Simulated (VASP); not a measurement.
# ZnAu (P4/mmm) in VASP: further runs

The runs below take ZnAu through single point, with r2SCAN.

All numbers are computed with VASP 6.6.1; they aren't measurements. Logs are shortened: lines on timing, memory, paths and dates and some standing lists are left out, and cuts for length are marked.

**1. The cell of the first run**

The structure is tetragonal, space group P4/mmm (No. 123). The conventional cell has a = 3.147 Å, b = 3.147 Å, c = 3.304 Å, α = 90.00°, β = 90.00°, γ = 90.00°. Within 3.7 Å of Zn (site symmetry 4/mmm) lie 8 Au at 2.77 Å and 6 Zn at 3.15 to 3.30 Å. Au (site symmetry 4/mmm) has 8 Zn at 2.77 Å and 6 Au at 3.15 to 3.30 Å within 3.7 Å.

**2. Single point, r2SCAN (strain +0.000 along x and y, +0.050 along z)**

POSCAR reads:

```
ZnAu
1.0
    3.1470000000      0.0000000000      0.0000000000
    0.0000000000      3.1470000000      0.0000000000
    0.0000000000      0.0000000000      3.3043500000
Zn Au
1 1
Direct
    0.5000000000      0.5000000000      0.5000000000
    0.0000000000      0.0000000000      0.0000000000
```

INCAR.step1 reads:

```
ALGO = Normal
EDIFF = 1E-4
ENCUT = 520
GGA = PE
ISMEAR = 0
LASPH = T
LCHARG = F
LREAL = F
LWAVE = T
NBANDS = 18
NELM = 80
PREC = Accurate
SIGMA = 0.15
```

INCAR.step2 reads:

```
ALGO = Normal
EDIFF = 1E-6
ENCUT = 520
ISIF = 2
ISMEAR = 0
ISTART = 1
LASPH = T
LCHARG = F
LMIXTAU = T
LREAL = F
LWAVE = F
METAGGA = R2SCAN
NBANDS = 18
NELM = 80
PREC = Accurate
SIGMA = 0.15
```

KPOINTS reads:

```
k-points
0
Gamma
  16 16 16
```

Potentials or basis: VASP PAW PBE potentials, release 64 (Zn, Au).

Started as:

```
> cat potpaw_PBE.64/Zn/POTCAR potpaw_PBE.64/Au/POTCAR > POTCAR
> cp INCAR.step1 INCAR
> mpirun -np 1 vasp_std > vasp.out
> cp INCAR.step2 INCAR
> mpirun -np 1 vasp_std > vasp.out
```

OUTCAR:

```text
EDIFF = 1E-6
   ENCUT = 520
   ISIF = 2
   ISMEAR = 0
   ISTART = 1
   LASPH = T
   LREAL = F
   METAGGA = R2SCAN
   NELM = 80
   PREC = Accurate

 ion  position               nearest neighbor table
   1  0.500  0.500  0.500-   2 2.77   2 2.77   2 2.77   2 2.77   2 2.77   2 2.77   2 2.77   2 2.77

   2  0.000  0.000  0.000-   1 2.77   1 2.77   1 2.77   1 2.77   1 2.77   1 2.77   1 2.77   1 2.77

  LATTYP: Found a simple tetragonal cell.
 ALAT       =     3.1470000000
 C/A-ratio  =     1.0500000000

  Lattice vectors:

 A1 = (   3.1470000000,   0.0000000000,   0.0000000000)
 A2 = (   0.0000000000,   3.1470000000,   0.0000000000)
 A3 = (   0.0000000000,   0.0000000000,   3.3043500000)

Analysis of symmetry for initial positions (statically):
=====================================================================
 Subroutine PRICEL returns:
 Original cell was already a primitive cell.

 Routine SETGRP: Setting up the symmetry group for a
 simple tetragonal supercell.

 Subroutine GETGRP returns: Found 16 space group operations
 (whereof 16 operations were pure point group operations)
 out of a pool of 16 trial point group operations.

The static configuration has the point symmetry D_4h.

Analysis of symmetry for dynamics (positions and initial velocities):
=====================================================================
 Subroutine PRICEL returns:
 Original cell was already a primitive cell.

 Routine SETGRP: Setting up the symmetry group for a
 simple tetragonal supercell.

 Subroutine GETGRP returns: Found 16 space group operations
 (whereof 16 operations were pure point group operations)
 out of a pool of 16 trial point group operations.

The dynamic configuration has the point symmetry D_4h.

 Subroutine INISYM returns: Found 16 space group operations
 (whereof 16 operations are pure point group operations),
 and found     1 'primitive' translations

----------------------------------------------------------------------------------------

                                     Primitive cell

  volume of cell :      32.7250

  direct lattice vectors                    reciprocal lattice vectors
     3.147000000  0.000000000  0.000000000     0.317762949  0.000000000  0.000000000
     0.000000000  3.147000000  0.000000000     0.000000000  0.317762949  0.000000000
     0.000000000  0.000000000  3.304350000     0.000000000  0.000000000  0.302631380

  length of vectors
     3.147000000  3.147000000  3.304350000     0.317762949  0.317762949  0.302631380

  position of ions in fractional coordinates (direct lattice)
     0.500000000  0.500000000  0.500000000
     0.000000000  0.000000000  0.000000000

  ion indices of the primitive-cell ions
   primitive index   ion index
                 1           1
                 2           2

----------------------------------------------------------------------------------------

 KPOINTS: k-points

Automatic generation of k-mesh.
 Grid dimensions read from file:
 generate k-points for:   16   16   16

 Generating k-lattice:

  Cartesian coordinates                     Fractional coordinates (reciprocal lattice)
     0.019860184  0.000000000  0.000000000     0.062500000  0.000000000  0.000000000
     0.000000000  0.019860184  0.000000000     0.000000000  0.062500000  0.000000000
     0.000000000  0.000000000  0.018914461     0.000000000  0.000000000  0.062500000

  Length of vectors
     0.019860184  0.019860184  0.018914461

  Shift w.r.t. Gamma in fractional coordinates (k-lattice)
     0.000000000  0.000000000  0.000000000

 Subroutine IBZKPT returns following result:
 ===========================================

 Found    405 irreducible k-points:

 Following reciprocal coordinates:
            Coordinates               Weight
  0.000000  0.000000  0.000000      1.000000
  0.062500  0.000000  0.000000      4.000000
  0.125000  0.000000  0.000000      4.000000
  0.187500  0.000000  0.000000      4.000000
  0.250000  0.000000  0.000000      4.000000
  0.312500  0.000000  0.000000      4.000000
[... 16 lines left out ...]
  0.437500  0.125000  0.000000      8.000000
  0.500000  0.125000  0.000000      4.000000
 [... further k-points ...]
   k-points           NKPTS =    405   k-points in BZ     NKDIM =    405   number of bands    NBANDS=     18
   number of dos      NEDOS =    301   number of ions     NIONS =      2
   total plane-waves  NPLWV =  16128
   dimension x,y,z NGX =    24 NGY =   24 NGZ =   28
   dimension x,y,z NGXF=    48 NGYF=   48 NGZF=   56
   ions per type =               1   1
   NGX,Y,Z   is equivalent  to a cutoff of  12.68, 12.68, 14.09 a.u.
   NGXF,Y,Z  is equivalent  to a cutoff of  25.36, 25.36, 28.17 a.u.
 SYSTEM =  unknown system
   PREC   = accura    normal or accurate (medium, high low for compatibility)
   ISTART =      1    job   : 0-new  1-cont  2-samecut
   ICHARG =      0    charge: 1-file 2-atom 10-const
   ISPIN  =      1    spin polarized calculation?
   LNONCOLLINEAR =      F non collinear calculations
   LSORBIT =      F    spin-orbit coupling
   LASPH  =      T    aspherical Exc in radial PAW
   ENCUT  =  520.0 eV  38.22 Ry    6.18 a.u.   5.85  5.85  6.14*2*pi/ulx,y,z
   NELM   =     80;   NELMIN=  2; NELMDL=  0     # of ELM steps
   EDIFF  = 0.1E-05   stopping-criterion for ELM
   LREAL  =      F    real-space projection
   EDIFFG = 0.1E-04   stopping-criterion for IOM
   NSW    =      0    number of steps for IOM
   IBRION =     -1    ionic relax: 0-MD 1-quasi-New 2-CG
   NFREE  =      0    steps in history (QN), initial steepest desc. (CG)
   ISIF   =      2    stress and relaxation
   ISYM   =      2    0-nonsym 1-usesym 2-fastsym
   POTIM  = 0.5000    time-step for ionic-motion
   TEBEG  =    0.0;   TEEND  =   0.0 temperature during run
   PSTRESS=    0.0 pullay stress
   NELECT =      23.0000    total number of electrons
   NUPDOWN=      -1.0000    fix difference up-down
   EMIN   =  10.00;   EMAX   =-10.00  energy-range for DOS
   EFERMI =   0.00;   METHOD = LEGACY
   ISMEAR =     0;   SIGMA  =   0.15  broadening in eV -4-tet -1-fermi 0-gaus
   EFERMI_NEDOS =   21; number of points for ismear=-14 and -15
   IALGO  =     38    algorithm
   IMIX   =      4    mixing-type and parameters
     AMIX     =   0.40;   BMIX     =  1.00
     AMIX_MAG =   1.60;   BMIX_MAG =  1.00
  volume/ion in A,a.u.               =      16.36       110.42
  Fermi-wavevector in a.u.,A,eV,Ry     =   1.455540  2.750573 28.825274  2.118598
  Thomas-Fermi vector in A             =   2.572563
   LORBIT       =      0    0 simple, 1 ext, 2 COOP (PROOUT), +10 PAW based schemes
   METAGGA = R2SCAN    functional components
   LHFCALC =     F    Hartree Fock is set to
   AEXX    =    0.0000 exact exchange contribution
   IVDW    =     0    specifies the selected vdW correction
   LEPSILON=     F    determine dielectric tensor
   LRPA    =     F    only Hartree local field effects (RPA)
 non-spin polarized calculation
 Gauss-broadening in eV      SIGMA  =   0.15
  energy-cutoff  :      520.00
  volume of cell :       32.72
 maximum number of plane-waves:       904
 NGX is ok and might be reduce to    24
   NGX = 11   NGY = 11   NGZ = 13

 number of electron      23.0000002 magnetization

 Free energy of the ion-electron system (eV)
  ---------------------------------------------------
  ext. energy  EPLUGINS =         0.00000000
  ---------------------------------------------------
  free energy    TOTEN  =       -59.91316759 eV

  energy without entropy =      -59.90805385  energy(sigma->0) =      -59.91061072

 E-fermi :   6.3916     XC(G=0): -13.1001

 val. band max:        6.3608380039   @ k =   0.4375   0.1875   0.4375
 cond. band min:       6.3941746012   @ k =   0.3750   0.1250   0.3750
 fundamental gap:      0.0333365973
 Fermi energy:         6.3915971725

 k-point     1 :       0.0000    0.0000    0.0000
  band No.  band energies     occupation
      1      -4.1574      2.00000
      2      -1.8846      2.00000
      3      -1.8824      2.00000
      4      -1.3076      2.00000
      5      -1.3076      2.00000
      6      -1.2401      2.00000
[... 10 lines left out ...]
     17      18.8734      0.00000
     18      24.7840      0.00000

 k-point     2 :       0.0625    0.0000    0.0000
  band No.  band energies     occupation
      1      -4.0852      2.00000
      2      -1.8704      2.00000
      3      -1.8633      2.00000
      4      -1.3093      2.00000
      5      -1.3021      2.00000
      6      -1.2423      2.00000
[... 10 lines left out ...]
     17      19.2345      0.00000
     18      24.7686      0.00000

 k-point     3 :       0.1250    0.0000    0.0000
  band No.  band energies     occupation
      1      -3.8713      2.00000
      2      -1.8314      2.00000
      3      -1.8075      2.00000
      4      -1.3140      2.00000
      5      -1.2864      2.00000
      6      -1.2483      2.00000
[... 10 lines left out ...]
     17      20.4708      0.00000
     18      24.5324      0.00000

 k-point     4 :       0.1875    0.0000    0.0000
  band No.  band energies     occupation
      1      -3.5236      2.00000
      2      -1.7713      2.00000
      3      -1.7248      2.00000
      4      -1.3203      2.00000
      5      -1.2625      2.00000
      6      -1.2569      2.00000
[... 375 lines left out ...]
      4      -1.3910      2.00000
      5      -1.2315      2.00000
      6      -1.0380      2.00000
[... 10 lines left out ...]
     17      19.7244      0.00000
     18      20.1429      0.00000

 k-point    23 :       0.4375    0.1250    0.0000
  band No.  band energies     occupation
      1      -1.6324      2.00000
      2      -1.5129      2.00000
      3      -1.4313      2.00000
      4      -1.3856      2.00000
      5      -1.2424      2.00000
      6      -0.7073      2.00000
[... 10 lines left out ...]
     17      18.4161      0.00000
     18      20.2002      0.00000

 k-point    24 :       0.5000    0.1250    0.0000
  band No.  band energies     occupation
      1      -1.5502      2.00000
      2      -1.5163      2.00000
      3      -1.4309      2.00000
      4      -1.3825      2.00000
      5      -1.2476      2.00000
      6      -0.4926      2.00000
[... 10 lines left out ...]
     17      17.2296      0.00000
     18      20.2496      0.00000

 [... further k-points ...]
[... 5 lines left out ...]
  --------------------------------------------------------------------------------------
  -------------------------------------------------------------------------------------
  Total       -1.0556999     -1.0556999     -1.1651990      0.0000000      0.0000000      0.0000000
  in kB      -51.6858326    -51.6858326    -57.0467820      0.0000000      0.0000000      0.0000000
  external PRESSURE =     -53.4728158 kB  Pullay stress =       0.0000000 kB

 VOLUME and BASIS-vectors are now :
 -----------------------------------------------------------------------------
  energy-cutoff  :      520.00
  volume of cell :       32.72
      direct lattice vectors                 reciprocal lattice vectors
     3.147000000  0.000000000  0.000000000     0.317762949  0.000000000  0.000000000
     0.000000000  3.147000000  0.000000000     0.000000000  0.317762949  0.000000000
     0.000000000  0.000000000  3.304350000     0.000000000  0.000000000  0.302631380

 POSITION                                       TOTAL-FORCE (eV/Angst)
 -----------------------------------------------------------------------------------
      1.57350      1.57350      1.65217         0.000000      0.000000      0.000000
      0.00000      0.00000      0.00000         0.000000      0.000000      0.000000
 -----------------------------------------------------------------------------------
    total drift:                                0.000000      0.000000     -0.000000

  FREE ENERGIE OF THE ION-ELECTRON SYSTEM (eV)
  ---------------------------------------------------
  free  energy   TOTEN  =       -59.9131675889 eV

  energy  without entropy=      -59.9080538496  energy(sigma->0) =      -59.91061072
```

It took 2.9 min on 1 thread of Intel Xeon 6975P-C (Granite Rapids), shared host; peak memory 0.35 GiB.

Results:

| Property | Result |
| --- | --- |
| Free energy | -59.9132 eV |
| Pressure | -5.3 GPa |
| Band gap on the k mesh | zero (an odd number of electrons rules out a gap without spin polarisation) |

Stress tensor (GPa, compression positive):
```
-5.17  0.00  0.00
 0.00 -5.17  0.00
 0.00  0.00 -5.70
```

Caveat: the cell differs from its parent crystal (strain +0.000 along x and y, +0.050 along z); the cell stands under tension; the PAW data sets were made with another functional, which shifts forces and pressure a little; spin-orbit coupling is left out, which moves the levels of the heavy elements.

**3. Single point, r2SCAN (strain +0.050 along x and y, +0.000 along z)**

POSCAR reads:

```
ZnAu
1.0
    3.3043500000      0.0000000000      0.0000000000
    0.0000000000      3.3043500000      0.0000000000
    0.0000000000      0.0000000000      3.1470000000
Zn Au
1 1
Direct
    0.5000000000      0.5000000000      0.5000000000
    0.0000000000      0.0000000000      0.0000000000
```

INCAR.step1 reads:

```
PREC = Accurate ; ENCUT = 520
ISMEAR = 0 ; SIGMA = 0.15
LREAL = False ; LASPH = True
NELM = 60 ; NBANDS = 18
GGA = PE ; ALGO = Normal
EDIFF = 1E-4 ; LWAVE = True
LCHARG = False
```

INCAR.step2 reads:

```
PREC = Accurate ; ENCUT = 520
EDIFF = 1E-6 ; ISMEAR = 0
SIGMA = 0.15 ; LREAL = False
LASPH = True ; NELM = 60
ALGO = Normal ; ISIF = 2
LWAVE = False ; LCHARG = False
METAGGA = R2SCAN ; LMIXTAU = True
NBANDS = 18 ; ISTART = 1
```

KPOINTS reads:

```
Automatic mesh
0
Gamma
  16 16 16
```

Potentials or basis: VASP PAW PBE potentials, release 64 (Zn, Au).

Started as:

```
> cat potpaw_PBE.64/Zn/POTCAR potpaw_PBE.64/Au/POTCAR > POTCAR
> cp INCAR.step1 INCAR
> mpirun -np 1 vasp_std > vasp.out
> cp INCAR.step2 INCAR
> mpirun -np 1 vasp_std > vasp.out
```

It took 4.5 min on 1 thread of Intel Xeon 6975P-C (Granite Rapids), shared host; peak memory 0.37 GiB.

The run converged. Its results:

* Free energy: -59.8362 eV
* Pressure: -9.6 GPa
* Band gap on the k mesh: zero (an odd number of electrons rules out a gap without spin polarisation)

Stress tensor (GPa, compression positive):
```
-9.58  0.00  0.00
 0.00 -9.58  0.00
 0.00  0.00 -9.77
```

Levels at points of the mesh, in eV from the Fermi level:
```
           k point  band 10  band 11  band 12  band 13  band 14  band 15
(0.00, 0.00, 0.00)    -3.76    -3.76     4.66     4.66     6.14     8.07
(0.50, 0.00, 0.00)    -4.59    -3.86    -2.71    10.32    10.33    10.48
(0.50, 0.50, 0.00)    -3.39    -1.77    -1.77     0.13     1.93    11.22
(0.00, 0.00, 0.50)    -4.91    -3.98    -2.10    10.52    10.72    10.72
(0.50, 0.00, 0.50)    -3.21    -1.58    -1.47     0.72     2.31    10.17
(0.50, 0.50, 0.50)    -3.12     1.50     3.19     3.66     3.86     3.86
```

Caveat: the cell differs from its parent crystal (strain +0.050 along x and y, +0.000 along z); the cell stands under tension; the PAW data sets were made with another functional, which shifts forces and pressure a little; spin-orbit coupling is left out, which moves the levels of the heavy elements.

The gap in the log of VASP goes by the Fermi energy; the results here count the filled bands.